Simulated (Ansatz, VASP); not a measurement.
# W in VASP and in Ansatz

```
W
1.0
     0.00000   -2.03000   -2.03000
     0.00000    2.03000   -2.03000
     4.06000    0.00000    0.00000
W
2
Direct
  0.50000 0.50000 0.50616
  0.00000 0.00000 0.99384
```

Change from the starting cell: mode 6 (205.5 1/cm) frozen in, largest displacement +0.025 Å.

Alike in both runs: task single point; functional r2SCAN; k mesh 16 × 16 × 12; occupations gaussian, width 0.15 eV; no spin polarisation.

```csv
,VASP,Ansatz
version,VASP 6.6.1,Ansatz 0.2.0
potentials or method,"VASP PAW PBE potentials, release 64 (W_sv), cutoff 550 eV","scalar-relativistic, plane waves, PAW"
valence electrons in the cell,28,28
```

|  | VASP | Ansatz | Ansatz less VASP |
| --- | --- | --- | --- |
| gap on the k mesh at the Fermi level (eV) | none | none | - |
| pressure (GPa) | -7.7 | -8.7 | -0.97 |
| traceless stress, the component that is largest in VASP (GPa) | -0.93 | -0.89 | +0.040 |
| rms of the force components (eV/Å) | 0.410 | 0.406 | -0.0044 |

VASP's potentials were made for PBE, not for r2SCAN. Atom by atom the forces differ by 0.004 eV/Å (rms over components). A gap of «none» marks a metal or a gap that the smearing closes.

Neither program's run includes spin-orbit coupling.
